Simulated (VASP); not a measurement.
# Ta (Im-3m) in VASP: further runs, part 2 of 2

VASP 6.6.1. The steps go on from the part before.

### 3 Single point, LDA

Contents of INCAR:

```
PREC = Accurate ; ENCUT = 520
EDIFF = 1E-7 ; ISMEAR = -1
SIGMA = 1.0 ; LREAL = F
LASPH = T ; NELM = 60
ALGO = Normal ; ISIF = 2
LWAVE = F ; LCHARG = F
GGA = CA ; NBANDS = 12
```

Contents of KPOINTS:

```
Automatic mesh
0
Gamma
  14 14 14
```

Contents of POSCAR:

```
Ta
1.0
   -1.6276710318      1.6276710318      1.6276710318
    1.6276710318     -1.6276710318      1.6276710318
    1.6276710318      1.6276710318     -1.6276710318
Ta
1
Direct
    0.0000000000      0.0000000000      0.0000000000
```

Potentials or basis: VASP PAW LDA potentials, release 64 (Ta_pv).

Started as:

```
$ cat potpaw_LDA.64/Ta_pv/POTCAR > POTCAR
$ mpirun -np 1 vasp_std > vasp.out
```

OUTCAR:

```text
PREC = Accurate
   ENCUT = 520
   EDIFF = 1E-7
   ISMEAR = -1
   LREAL = F
   LASPH = T
   NELM = 60
   ISIF = 2
   GGA = CA

 ion  position               nearest neighbor table
   1  0.000  0.000  0.000-

  LATTYP: Found a body centered cubic cell.
 ALAT       =     3.2553420636

  Lattice vectors:

 A1 = (  -1.6276710318,   1.6276710318,   1.6276710318)
 A2 = (   1.6276710318,  -1.6276710318,   1.6276710318)
 A3 = (   1.6276710318,   1.6276710318,  -1.6276710318)

Analysis of symmetry for initial positions (statically):
=====================================================================
 Subroutine PRICEL returns:
 Original cell was already a primitive cell.

 Routine SETGRP: Setting up the symmetry group for a
 body centered cubic supercell.

 Subroutine GETGRP returns: Found 48 space group operations
 (whereof 48 operations were pure point group operations)
 out of a pool of 48 trial point group operations.

The static configuration has the point symmetry O_h .

Analysis of symmetry for dynamics (positions and initial velocities):
=====================================================================
 Subroutine PRICEL returns:
 Original cell was already a primitive cell.

 Routine SETGRP: Setting up the symmetry group for a
 body centered cubic supercell.

 Subroutine GETGRP returns: Found 48 space group operations
 (whereof 48 operations were pure point group operations)
 out of a pool of 48 trial point group operations.

The dynamic configuration has the point symmetry O_h .

 Subroutine INISYM returns: Found 48 space group operations
 (whereof 48 operations are pure point group operations),
 and found     1 'primitive' translations

----------------------------------------------------------------------------------------

                                     Primitive cell

  volume of cell :      17.2488

  direct lattice vectors                    reciprocal lattice vectors
    -1.627671032  1.627671032  1.627671032     0.000000000  0.307187380  0.307187380
     1.627671032 -1.627671032  1.627671032     0.307187380  0.000000000  0.307187380
     1.627671032  1.627671032 -1.627671032     0.307187380  0.307187380  0.000000000

  length of vectors
     2.819208925  2.819208925  2.819208925     0.434428559  0.434428559  0.434428559

  position of ions in fractional coordinates (direct lattice)
     0.000000000  0.000000000  0.000000000

  ion indices of the primitive-cell ions
   primitive index   ion index
                 1           1

----------------------------------------------------------------------------------------

 KPOINTS: Automatic mesh

Automatic generation of k-mesh.
 Grid dimensions read from file:
 generate k-points for:   14   14   14

 Generating k-lattice:

  Cartesian coordinates                     Fractional coordinates (reciprocal lattice)
     0.000000000  0.021941956  0.021941956     0.071428571  0.000000000  0.000000000
     0.021941956  0.000000000  0.021941956     0.000000000  0.071428571  0.000000000
     0.021941956  0.021941956  0.000000000     0.000000000  0.000000000  0.071428571

  Length of vectors
     0.031030611  0.031030611  0.031030611

  Shift w.r.t. Gamma in fractional coordinates (k-lattice)
     0.000000000  0.000000000  0.000000000

 Subroutine IBZKPT returns following result:
 ===========================================

 Found    104 irreducible k-points:

 Following reciprocal coordinates:
            Coordinates               Weight
  0.000000  0.000000  0.000000      1.000000
  0.071429  0.000000  0.000000     12.000000
  0.142857  0.000000  0.000000     12.000000
  0.214286  0.000000  0.000000     12.000000
  0.285714  0.000000  0.000000     12.000000
  0.357143  0.000000  0.000000     12.000000
[... 16 lines left out ...]
  0.285714  0.285714  0.000000     24.000000
  0.357143  0.285714  0.000000     24.000000
 [... further k-points ...]
   k-points           NKPTS =    104   k-points in BZ     NKDIM =    104   number of bands    NBANDS=     12
   number of dos      NEDOS =    301   number of ions     NIONS =      1
   total plane-waves  NPLWV =  13824
   dimension x,y,z NGX =    24 NGY =   24 NGZ =   24
   dimension x,y,z NGXF=    48 NGYF=   48 NGZF=   48
   ions per type =               1
   NGX,Y,Z   is equivalent  to a cutoff of  14.15, 14.15, 14.15 a.u.
   NGXF,Y,Z  is equivalent  to a cutoff of  28.31, 28.31, 28.31 a.u.
 SYSTEM =  unknown system
   PREC   = accura    normal or accurate (medium, high low for compatibility)
   ISTART =      0    job   : 0-new  1-cont  2-samecut
   ICHARG =      2    charge: 1-file 2-atom 10-const
   ISPIN  =      1    spin polarized calculation?
   LNONCOLLINEAR =      F non collinear calculations
   LSORBIT =      F    spin-orbit coupling
   LASPH  =      T    aspherical Exc in radial PAW
   ENCUT  =  520.0 eV  38.22 Ry    6.18 a.u.   5.24  5.24  5.24*2*pi/ulx,y,z
   NELM   =     60;   NELMIN=  2; NELMDL= -5     # of ELM steps
   EDIFF  = 0.1E-06   stopping-criterion for ELM
   LREAL  =      F    real-space projection
   EDIFFG = 0.1E-05   stopping-criterion for IOM
   NSW    =      0    number of steps for IOM
   IBRION =     -1    ionic relax: 0-MD 1-quasi-New 2-CG
   NFREE  =      0    steps in history (QN), initial steepest desc. (CG)
   ISIF   =      2    stress and relaxation
   ISYM   =      2    0-nonsym 1-usesym 2-fastsym
   POTIM  = 0.5000    time-step for ionic-motion
   TEBEG  =    0.0;   TEEND  =   0.0 temperature during run
   PSTRESS=    0.0 pullay stress
   NELECT =      11.0000    total number of electrons
   NUPDOWN=      -1.0000    fix difference up-down
   EMIN   =  10.00;   EMAX   =-10.00  energy-range for DOS
   EFERMI =   0.00;   METHOD = LEGACY
   ISMEAR =    -1;   SIGMA  =   1.00  broadening in eV -4-tet -1-fermi 0-gaus
   EFERMI_NEDOS =   21; number of points for ismear=-14 and -15
   IALGO  =     38    algorithm
   IMIX   =      4    mixing-type and parameters
     AMIX     =   0.40;   BMIX     =  1.00
     AMIX_MAG =   1.60;   BMIX_MAG =  1.00
  volume/ion in A,a.u.               =      17.25       116.40
  Fermi-wavevector in a.u.,A,eV,Ry     =   1.409134  2.662878 27.016543  1.985660
  Thomas-Fermi vector in A             =   2.531221
   LORBIT       =      0    0 simple, 1 ext, 2 COOP (PROOUT), +10 PAW based schemes
   GGA     = CA    functional components
   LHFCALC =     F    Hartree Fock is set to
   AEXX    =    0.0000 exact exchange contribution
   IVDW    =     0    specifies the selected vdW correction
   LEPSILON=     F    determine dielectric tensor
   LRPA    =     F    only Hartree local field effects (RPA)
 non-spin polarized calculation
  energy-cutoff  :      520.00
  volume of cell :       17.25
 maximum number of plane-waves:       476
 NGX is ok and might be reduce to    24
   NGX = 11   NGY = 11   NGZ = 11

 number of electron      11.0000000 magnetization

 Free energy of the ion-electron system (eV)
  ---------------------------------------------------
  ext. energy  EPLUGINS =         0.00000000
  ---------------------------------------------------
  free energy    TOTEN  =       -14.37737934 eV

  energy without entropy =      -11.47880432  energy(sigma->0) =      -12.92809183

 E-fermi :   6.2549     XC(G=0): -13.0046

 val. band max:        6.2495743904   @ k =  -0.4286   0.5000   0.2143
 cond. band min:       6.2734615681   @ k =  -0.4286   0.4286   0.2143
 fundamental gap:      0.0238871776
 Fermi energy:         6.2549307990

 k-point     1 :       0.0000    0.0000    0.0000
  band No.  band energies     occupation
      1     -26.8358      2.00000
      2     -26.8358      2.00000
      3     -26.8358      2.00000
      4      -2.2415      1.99959
      5       6.4884      0.88378
      6       6.4884      0.88378
      7       6.4884      0.88378
      8       9.9018      0.05082
      9       9.9018      0.05082
     10      19.7911      0.00000
     11      21.0245      0.00000
     12      21.0245      0.00000

 k-point     2 :       0.0714    0.0000    0.0000
  band No.  band energies     occupation
      1     -26.9115      2.00000
      2     -26.8587      2.00000
      3     -26.8363      2.00000
      4      -1.9991      1.99948
      5       6.3316      0.96169
      6       6.4423      0.90658
      7       6.7263      0.76857
      8       9.6506      0.06486
      9       9.9020      0.05081
     10      19.7911      0.00000
     11      21.2437      0.00000
     12      21.4441      0.00000
[... 316 lines left out ...]
 k-point    24 :       0.3571    0.2857    0.0000
  band No.  band energies     occupation
      1     -27.9030      2.00000
      2     -27.6910      2.00000
      3     -27.0104      2.00000
      4       3.0928      1.91877
      5       4.5055      1.70376
      6       5.1424      1.50521
      7      10.1758      0.03888
      8      10.7968      0.02108
      9      15.2323      0.00025
     10      17.5176      0.00003
     11      19.3579      0.00000
     12      19.7979      0.00000

 [... further k-points ...]
[... 5 lines left out ...]
  --------------------------------------------------------------------------------------
  -------------------------------------------------------------------------------------
  Total        1.6098997      1.6098997      1.6098997     -0.0000000      0.0000000     -0.0000000
  in kB      149.5372901    149.5372901    149.5372901     -0.0000000      0.0000000     -0.0000000
  external PRESSURE =     149.5372901 kB  Pullay stress =       0.0000000 kB

 VOLUME and BASIS-vectors are now :
 -----------------------------------------------------------------------------
  energy-cutoff  :      520.00
  volume of cell :       17.25
      direct lattice vectors                 reciprocal lattice vectors
    -1.627671032  1.627671032  1.627671032     0.000000000  0.307187380  0.307187380
     1.627671032 -1.627671032  1.627671032     0.307187380  0.000000000  0.307187380
     1.627671032  1.627671032 -1.627671032     0.307187380  0.307187380  0.000000000

 POSITION                                       TOTAL-FORCE (eV/Angst)
 -----------------------------------------------------------------------------------
      0.00000      0.00000      0.00000         0.000000      0.000000      0.000000
 -----------------------------------------------------------------------------------
    total drift:                               -0.000000      0.000000      0.000000

  FREE ENERGIE OF THE ION-ELECTRON SYSTEM (eV)
  ---------------------------------------------------
  free  energy   TOTEN  =       -14.3773793412 eV

  energy  without entropy=      -11.4788043240  energy(sigma->0) =      -12.92809183
```

OSZICAR:

```text
N       E                     dE             d eps       ncg     rms          rms(c)
DAV:   1     0.580999942280E+02    0.58100E+02   -0.61215E+03  2512   0.876E+02
DAV:   2    -0.137444852121E+02   -0.71844E+02   -0.69676E+02  2784   0.245E+02
DAV:   3    -0.147764692014E+02   -0.10320E+01   -0.10195E+01  2976   0.275E+01
DAV:   4    -0.147791152971E+02   -0.26461E-02   -0.26456E-02  2728   0.149E+00
DAV:   5    -0.147791225973E+02   -0.73002E-05   -0.72997E-05  2888   0.762E-02    0.136E+01
DAV:   6    -0.144744142194E+02    0.30471E+00   -0.23750E-01  2860   0.496E+00    0.667E+00
DAV:   7    -0.143794872641E+02    0.94927E-01   -0.19011E-01  2860   0.418E+00    0.352E-01
DAV:   8    -0.143774019203E+02    0.20853E-02   -0.31693E-03  2648   0.646E-01    0.726E-02
DAV:   9    -0.143773794759E+02    0.22444E-04   -0.60614E-05  2896   0.816E-02    0.242E-02
DAV:  10    -0.143773793753E+02    0.10060E-06   -0.33804E-06  2664   0.194E-02    0.404E-03
DAV:  11    -0.143773793412E+02    0.34118E-07   -0.10514E-07  1848   0.356E-03
   1 F= -.14377379E+02 E0= -.12928092E+02  d E =-.289858E+01
```

stdout:

```text
POSCAR found type information on POSCAR Ta
 POSCAR found :  1 types and       1 ions
 scaLAPACK will be used
 LDA part: xc-table for (Slater(with rela. corr.)+CA(PZ))
 , standard interpolation
 POSCAR, INCAR and KPOINTS ok, starting setup
 FFT: planning ... GRIDC
 FFT: planning ... GRID_SOFT
 FFT: planning ... GRID
 WAVECAR not read
 entering main loop
```

It took 7.2 s on 1 thread of Intel Xeon 6975P-C, shared host; peak memory 0.14 GiB.

What came out:

* Free energy: -14.3774 eV
* Pressure: 15.0 GPa

Caveat: spin-orbit coupling is left out, which moves the levels of the heavy elements.
